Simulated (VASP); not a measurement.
AlP: relaxation of cell and atoms with PBEsol

AlP:

```
CELL_PARAMETERS angstrom
0.00000 2.73517 2.73517
2.73517 0.00000 2.73517
2.73517 2.73517 0.00000
ATOMIC_POSITIONS crystal
Al 0.00000 0.00000 0.00000
P 0.75000 0.75000 0.75000
```

* Program: VASP 6.6.1
* Task: relaxation of cell and atoms
* Functional: PBEsol
* Potentials or basis: VASP PAW PBE potentials, release 64 (Al, P)
* Cutoff: 500 eV
* k mesh: 8 × 8 × 8
* Occupations: gaussian, width 0.01 eV
* Spin: no spin polarisation
* Target pressure: 1 GPa
* Dipole correction: no
* Further INCAR settings: ALGO = Normal; EDIFF = 1e-07; IBRION = 2; EDIFFG = -0.001; NSW = 80; ISIF = 3

| Property | Result |
| --- | --- |
| Relaxed volume | 20.24 Å³/atom |
| Relaxed cell | a = 3.854 Å, b = 3.854 Å, c = 3.854 Å, α = 60.00°, β = 60.00°, γ = 60.00° |
| Space group after relaxing (to 0.1 Å) | F-43m (No. 216) |
| Energy change on relaxing (the run minimises the enthalpy) | +0.7 meV/atom |
| Ionic steps | 3 |
| Pressure after relaxing | 1.0 GPa |
| Band gap on the k mesh | 1.43 eV (least direct gap 3.25 eV) |

Step by step:
| step | energy change (eV) | largest force (eV/Å) | pressure (GPa) | volume (Å³) |
| --- | --- | --- | --- | --- |
| 1 | 0.0000 | 0.0000 | 0.04 | 40.92 |
| 2 | 0.0037 | 0.0000 | 1.65 | 40.20 |
| 3 | 0.0014 | 0.0000 | 1.00 | 40.49 |

Final structure:
```yaml
crystal:
  lattice:
    - [0.00000, 2.72536, 2.72536]
    - [2.72536, 0.00000, 2.72536]
    - [2.72536, 2.72536, 0.00000]
  atoms:
    - { symbol: Al, position: [0.00000, 0.00000, 0.00000] }
    - { symbol: P, position: [0.75000, 0.75000, 0.75000] }
```

Levels at points of the mesh, in eV from the valence-band top:
```csv
k point,band 2,band 3,band 4,band 5,band 6,band 7
"(0.00, 0.00, 0.00)",0.00,0.00,0.00,3.25,4.52,4.52
"(0.50, 0.00, 0.00)",-5.60,-0.77,-0.77,2.75,4.75,4.75
"(0.50, 0.50, 0.00)",-5.36,-2.13,-2.13,1.43,2.37,11.04
```

Wall time 14 s on 1 thread of Intel(R) Xeon(R) Platinum 8488C (Sapphire Rapids), with other jobs on the host, peak memory 0.15 GiB.

Caveat: the cell is relaxed towards a set pressure, so the run minimises the enthalpy, not the energy; the PAW data sets were made with another functional, which shifts forces and pressure a little. A k mesh can miss the band edges.
